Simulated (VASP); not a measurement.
Set up this calculation in VASP 6.6.1, as the native input.

```
Task                   : single point
Functional             : r2SCAN
Potentials or basis    : VASP PAW PBE potentials, release 64 (Be, Te)
Cutoff                 : 520 eV
k mesh                 : 8 × 8 × 8
Occupations            : gaussian, width 0.02 eV
Spin                   : no spin polarisation
Dipole correction      : no
Further INCAR settings : ALGO = Normal; EDIFF = 1e-06; NBANDS = 11
```

The system is BeTe.

```xyz
2
Lattice="0.0000 2.7707 2.7707 2.7707 0.0000 2.7707 2.7707 2.7707 0.0000" Properties=species:S:1:pos:R:3 pbc="T T T"
Be    0.0000    0.0000    0.0000
Te    1.3854    1.3854    1.3854
```

This cell differs from its parent crystal: volume scaled by 0.94.

One way to write it, as run:

POSCAR

```
BeTe
1.0
    0.0000000000      2.7707332935      2.7707332935
    2.7707332935      0.0000000000      2.7707332935
    2.7707332935      2.7707332935      0.0000000000
Be Te
1 1
Direct
    0.0000000000      0.0000000000      0.0000000000
    0.2500000000      0.2500000000      0.2500000000
```

INCAR.step1

```
PREC     = Accurate       # precision mode
ENCUT    = 520            # plane-wave cutoff, eV
ISMEAR   = 0              # smearing method
SIGMA    = 0.02           # smearing width, eV
LREAL    = F              # projectors in reciprocal space
LASPH    = T              # aspherical terms in the spheres
NELM     = 100            # most SCF steps
NBANDS   = 11             # bands
GGA      = PE             # functional
ALGO     = Normal         # electronic algorithm
EDIFF    = 1E-4           # SCF threshold, eV
LWAVE    = T              # write WAVECAR
LCHARG   = F              # write CHGCAR
```

INCAR.step2

```
PREC     = Accurate       # precision mode
ENCUT    = 520            # plane-wave cutoff, eV
EDIFF    = 1E-6           # SCF threshold, eV
ISMEAR   = 0              # smearing method
SIGMA    = 0.02           # smearing width, eV
LREAL    = F              # projectors in reciprocal space
LASPH    = T              # aspherical terms in the spheres
NELM     = 100            # most SCF steps
ALGO     = Normal         # electronic algorithm
ISIF     = 2              # what is computed and relaxed
LWAVE    = F              # write WAVECAR
LCHARG   = F              # write CHGCAR
METAGGA  = R2SCAN         # meta-GGA
LMIXTAU  = T            
NBANDS   = 11             # bands
ISTART   = 1
```

KPOINTS

```
Automatic mesh
0
Gamma
  8 8 8
```

Potentials or basis: VASP PAW PBE potentials, release 64 (Be, Te).

The run is started by

```console
$ cat potpaw_PBE.64/Be/POTCAR potpaw_PBE.64/Te/POTCAR > POTCAR
$ cp INCAR.step1 INCAR
$ mpirun -np 1 vasp_std > vasp.out
$ cp INCAR.step2 INCAR
$ mpirun -np 1 vasp_std > vasp.out
```

It gave:

```json
{
  "Pressure": "4.4 GPa",
  "Band gap on the k mesh": "2.21 eV, indirect (least direct gap 3.96 eV)"
}
```

Caveat: the PAW data sets were made with another functional, which shifts forces and pressure a little; spin-orbit coupling is left out, which moves the levels of the heavy elements.

Wall time 29 s on 1 thread of Intel(R) Xeon(R) 6975P-C (Granite Rapids), on a shared host, peak memory 0.17 GiB.
